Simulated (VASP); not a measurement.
# BN in VASP: a series of runs

The runs below take BN through electric field gradients, with PBE.

Everything below comes from runs of VASP 6.6.1. Logs are shortened: lines on timing, memory, paths and dates and some standing lists are left out, and cuts for length are marked.

### Step 1. The cell of the first run

It takes space group F-43m (No. 216, cubic). The conventional cell has a = 3.541 Å, b = 3.541 Å, c = 3.541 Å, α = 90.00°, β = 90.00°, γ = 90.00°. B (site symmetry -43m) has 4 N at 1.53 Å within 2.0 Å. Within 2.0 Å of N (site symmetry -43m) lie 4 B at 1.53 Å.

### Step 2. Electric field gradients, PBE (volume scaled by 0.94)

INCAR

```
SYSTEM = BN
  PREC = Accurate
  ENCUT = 520
  EDIFF = 1E-8
  ISMEAR = -1
  SIGMA = 0.03
  LREAL = .FALSE.
  LASPH = .TRUE.
  NELM = 100
  ALGO = Normal
  ISIF = 2
  LWAVE = .FALSE.
  LCHARG = .FALSE.
  GGA = PE
  LEFG = .TRUE.
  NBANDS = 11
```

KPOINTS

```
regular mesh
0
G
  13 13 13
  0 0 0
```

POSCAR

```
BN
1.0
    0.0000000000      1.7706018915      1.7706018915
    1.7706018915      0.0000000000      1.7706018915
    1.7706018915      1.7706018915      0.0000000000
B N
1 1
Direct
    0.0000000000      0.0000000000      0.0000000000
    0.7500000000      0.7500000000      0.7500000000
```

Potentials or basis: VASP PAW PBE potentials, release 64 (B, N).

The run is started by

```sh
$ cat potpaw_PBE.64/B/POTCAR potpaw_PBE.64/N/POTCAR > POTCAR
$ mpirun -np 1 vasp_std > vasp.out
```

OUTCAR:

```text
SYSTEM = BN
   PREC = Accurate
   ENCUT = 520
   EDIFF = 1E-8
   ISMEAR = -1
   LREAL = .FALSE.
   LASPH = .TRUE.
   NELM = 100
   ISIF = 2
   GGA = PE

 ion  position               nearest neighbor table
   1  0.000  0.000  0.000-   2 1.53   2 1.53   2 1.53   2 1.53
   2  0.750  0.750  0.750-   1 1.53   1 1.53   1 1.53   1 1.53

  LATTYP: Found a face centered cubic cell.
 ALAT       =     3.5412037830

  Lattice vectors:

 A1 = (   0.0000000000,   1.7706018915,   1.7706018915)
 A2 = (   1.7706018915,   0.0000000000,   1.7706018915)
 A3 = (   1.7706018915,   1.7706018915,   0.0000000000)

Analysis of symmetry for initial positions (statically):
=====================================================================
 Subroutine PRICEL returns:
 Original cell was already a primitive cell.

 Routine SETGRP: Setting up the symmetry group for a
 face centered cubic supercell.

 Subroutine GETGRP returns: Found 24 space group operations
 (whereof 24 operations were pure point group operations)
 out of a pool of 48 trial point group operations.

The static configuration has the point symmetry T_d .

Analysis of symmetry for dynamics (positions and initial velocities):
=====================================================================
 Subroutine PRICEL returns:
 Original cell was already a primitive cell.

 Routine SETGRP: Setting up the symmetry group for a
 face centered cubic supercell.

 Subroutine GETGRP returns: Found 24 space group operations
 (whereof 24 operations were pure point group operations)
 out of a pool of 48 trial point group operations.

The dynamic configuration has the point symmetry T_d .

 Subroutine INISYM returns: Found 24 space group operations
 (whereof 24 operations are pure point group operations),
 and found     1 'primitive' translations

----------------------------------------------------------------------------------------

                                     Primitive cell

  volume of cell :      11.1018

  direct lattice vectors                    reciprocal lattice vectors
     0.000000000  1.770601891  1.770601891    -0.282389849  0.282389849  0.282389849
     1.770601891  0.000000000  1.770601891     0.282389849 -0.282389849  0.282389849
     1.770601891  1.770601891  0.000000000     0.282389849  0.282389849 -0.282389849

  length of vectors
     2.504009209  2.504009209  2.504009209     0.489113565  0.489113565  0.489113565

  position of ions in fractional coordinates (direct lattice)
     0.000000000  0.000000000  0.000000000
     0.750000000  0.750000000  0.750000000

  ion indices of the primitive-cell ions
   primitive index   ion index
                 1           1
                 2           2

----------------------------------------------------------------------------------------

 KPOINTS: regular mesh

Automatic generation of k-mesh.
 Grid dimensions read from file:
 generate k-points for:   13   13   13

 Generating k-lattice:

  Cartesian coordinates                     Fractional coordinates (reciprocal lattice)
    -0.021722296  0.021722296  0.021722296     0.076923077  0.000000000  0.000000000
     0.021722296 -0.021722296  0.021722296     0.000000000  0.076923077  0.000000000
     0.021722296  0.021722296 -0.021722296     0.000000000  0.000000000  0.076923077

  Length of vectors
     0.037624120  0.037624120  0.037624120

  Shift w.r.t. Gamma in fractional coordinates (k-lattice)
     0.000000000  0.000000000  0.000000000

 Subroutine IBZKPT returns following result:
 ===========================================

 Found     84 irreducible k-points:

 Following reciprocal coordinates:
            Coordinates               Weight
  0.000000  0.000000  0.000000      1.000000
  0.076923  0.000000  0.000000      8.000000
  0.153846  0.000000  0.000000      8.000000
  0.230769  0.000000  0.000000      8.000000
  0.307692  0.000000  0.000000      8.000000
  0.384615  0.000000  0.000000      8.000000
[... 16 lines left out ...]
  0.384615  0.153846  0.000000     24.000000
  0.461538  0.153846  0.000000     24.000000
 [... further k-points ...]
   k-points           NKPTS =     84   k-points in BZ     NKDIM =     84   number of bands    NBANDS=     11
   number of dos      NEDOS =    301   number of ions     NIONS =      2
   total plane-waves  NPLWV =   8000
   dimension x,y,z NGX =    20 NGY =   20 NGZ =   20
   dimension x,y,z NGXF=    40 NGYF=   40 NGZF=   40
   ions per type =               1   1
   NGX,Y,Z   is equivalent  to a cutoff of  13.28, 13.28, 13.28 a.u.
   NGXF,Y,Z  is equivalent  to a cutoff of  26.56, 26.56, 26.56 a.u.
 SYSTEM =  BN
   PREC   = accura    normal or accurate (medium, high low for compatibility)
   ISTART =      0    job   : 0-new  1-cont  2-samecut
   ICHARG =      2    charge: 1-file 2-atom 10-const
   ISPIN  =      1    spin polarized calculation?
   LNONCOLLINEAR =      F non collinear calculations
   LSORBIT =      F    spin-orbit coupling
   LASPH  =      T    aspherical Exc in radial PAW
   ENCUT  =  520.0 eV  38.22 Ry    6.18 a.u.   4.66  4.66  4.66*2*pi/ulx,y,z
   NELM   =    100;   NELMIN=  2; NELMDL= -5     # of ELM steps
   EDIFF  = 0.1E-07   stopping-criterion for ELM
   LREAL  =      F    real-space projection
   EDIFFG = 0.1E-06   stopping-criterion for IOM
   NSW    =      0    number of steps for IOM
   IBRION =     -1    ionic relax: 0-MD 1-quasi-New 2-CG
   NFREE  =      0    steps in history (QN), initial steepest desc. (CG)
   ISIF   =      2    stress and relaxation
   ISYM   =      2    0-nonsym 1-usesym 2-fastsym
   POTIM  = 0.5000    time-step for ionic-motion
   TEBEG  =    0.0;   TEEND  =   0.0 temperature during run
   PSTRESS=    0.0 pullay stress
   NELECT =       8.0000    total number of electrons
   NUPDOWN=      -1.0000    fix difference up-down
   EMIN   =  10.00;   EMAX   =-10.00  energy-range for DOS
   EFERMI =   0.00;   METHOD = LEGACY
   ISMEAR =    -1;   SIGMA  =   0.03  broadening in eV -4-tet -1-fermi 0-gaus
   EFERMI_NEDOS =   21; number of points for ismear=-14 and -15
   IALGO  =     38    algorithm
   IMIX   =      4    mixing-type and parameters
     AMIX     =   0.40;   BMIX     =  1.00
     AMIX_MAG =   1.60;   BMIX_MAG =  1.00
  volume/ion in A,a.u.               =       5.55        37.46
  Fermi-wavevector in a.u.,A,eV,Ry     =   1.467711  2.773572 29.309341  2.154176
  Thomas-Fermi vector in A             =   2.583296
   LORBIT       =      0    0 simple, 1 ext, 2 COOP (PROOUT), +10 PAW based schemes
   GGA     = PE    functional components
   LHFCALC =     F    Hartree Fock is set to
   AEXX    =    0.0000 exact exchange contribution
   IVDW    =     0    specifies the selected vdW correction
   LEPSILON=     F    determine dielectric tensor
   LRPA    =     F    only Hartree local field effects (RPA)
 non-spin polarized calculation
  energy-cutoff  :      520.00
  volume of cell :       11.10
 maximum number of plane-waves:       307
   NGX =  9   NGY =  9   NGZ =  9

 number of electron       7.9999999 magnetization

 Free energy of the ion-electron system (eV)
  ---------------------------------------------------
  ext. energy  EPLUGINS =         0.00000000
  ---------------------------------------------------
  free energy    TOTEN  =       -17.37774273 eV

  energy without entropy =      -17.37774273  energy(sigma->0) =      -17.37774273

 E-fermi :   8.8605     XC(G=0): -13.1303

 val. band max:        8.1844583724   @ k =   0.0000   0.0000   0.0000
 cond. band min:      12.7866360436   @ k =   0.4615   0.4615   0.0000
 fundamental gap:      4.6021776712
 Fermi energy:         8.8605353552

 k-point     1 :       0.0000    0.0000    0.0000
  band No.  band energies     occupation
      1     -12.7673      2.00000
      2       8.1845      2.00000
      3       8.1845      2.00000
      4       8.1845      2.00000
      5      17.3000      0.00000
      6      17.3000      0.00000
      7      17.3000      0.00000
      8      19.5594      0.00000
      9      34.1200      0.00000
     10      36.7192      0.00000
     11      36.7192      0.00000
[... 309 lines left out ...]
 k-point    24 :       0.4615    0.1538    0.0000
  band No.  band energies     occupation
      1      -8.5349      2.00000
      2      -1.5574      2.00000
      3       4.7595      2.00000
      4       5.1708      2.00000
      5      17.3920      0.00000
      6      21.0653      0.00000
      7      21.1977      0.00000
      8      23.5866      0.00000
      9      29.8284      0.00000
     10      35.6445      0.00000
     11      37.2160      0.00000

 [... further k-points ...]

------------------------ aborting loop because EDIFF is reached ----------------------------------------

  FORCE on cell =-STRESS in cart. coord.  units (eV):
  Direction    XX          YY          ZZ          XY          YZ          ZX
  --------------------------------------------------------------------------------------
  -------------------------------------------------------------------------------------
  Total        2.0776889      2.0776889      2.0776889      0.0000000      0.0000000      0.0000000
  in kB      299.8460539    299.8460539    299.8460539      0.0000000      0.0000000      0.0000000
  external PRESSURE =     299.8460539 kB  Pullay stress =       0.0000000 kB

 VOLUME and BASIS-vectors are now :
 -----------------------------------------------------------------------------
  energy-cutoff  :      520.00
  volume of cell :       11.10
      direct lattice vectors                 reciprocal lattice vectors
     0.000000000  1.770601891  1.770601891    -0.282389849  0.282389849  0.282389849
     1.770601891  0.000000000  1.770601891     0.282389849 -0.282389849  0.282389849
     1.770601891  1.770601891  0.000000000     0.282389849  0.282389849 -0.282389849

 POSITION                                       TOTAL-FORCE (eV/Angst)
 -----------------------------------------------------------------------------------
      0.00000      0.00000      0.00000         0.000000      0.000000      0.000000
      2.65590      2.65590      2.65590        -0.000000     -0.000000     -0.000000
 -----------------------------------------------------------------------------------
    total drift:                               -0.000000     -0.000000     -0.000000

  FREE ENERGIE OF THE ION-ELECTRON SYSTEM (eV)
  ---------------------------------------------------
  free  energy   TOTEN  =       -17.3777427257 eV

  energy  without entropy=      -17.3777427257  energy(sigma->0) =      -17.37774273

 Electric field gradients (V/A^2)
---------------------------------------------------------------------
 ion       V_xx      V_yy      V_zz      V_xy      V_xz      V_yz
---------------------------------------------------------------------
   1      -0.000     0.000    -0.000    -0.000    -0.000    -0.000
   2       0.000     0.000    -0.000    -0.001    -0.001    -0.001
---------------------------------------------------------------------

 Electric field gradients after diagonalization (V/A^2)
 (convention: |V_zz| > |V_xx| > |V_yy|)
----------------------------------------------------------------------
 ion       V_xx      V_yy      V_zz     asymmetry (V_yy - V_xx)/ V_zz
----------------------------------------------------------------------
   1       0.000     0.000    -0.000       0.000
   2       0.001     0.001    -0.001       0.000
----------------------------------------------------------------------

           NMR quadrupolar parameters

 Cq : quadrupolar parameter    Cq=e*Q*V_zz/h
 eta: asymmetry parameters     (V_yy - V_xx)/ V_zz
 Q  : nuclear electric quadrupole moment in mb (millibarn)
----------------------------------------------------------------------
 ion       Cq(MHz)       eta       Q (mb)
----------------------------------------------------------------------
   1      -0.000       0.000       1.000
   2      -0.000       0.000       1.000
----------------------------------------------------------------------
```

It took 7.6 s on 1 thread of Intel Xeon Platinum 8488C (Sapphire Rapids), shared host; peak memory 0.12 GiB.

Results:

* Free energy: -17.3777 eV
* Pressure: 30.0 GPa
* Band gap on the k mesh: 4.60 eV, indirect (least direct gap 9.12 eV)

Caveat: without QUAD_EFG the Cq values of the log hold for a quadrupole moment of 1 mb, not for the nuclei.

[end of part 1 of 3]
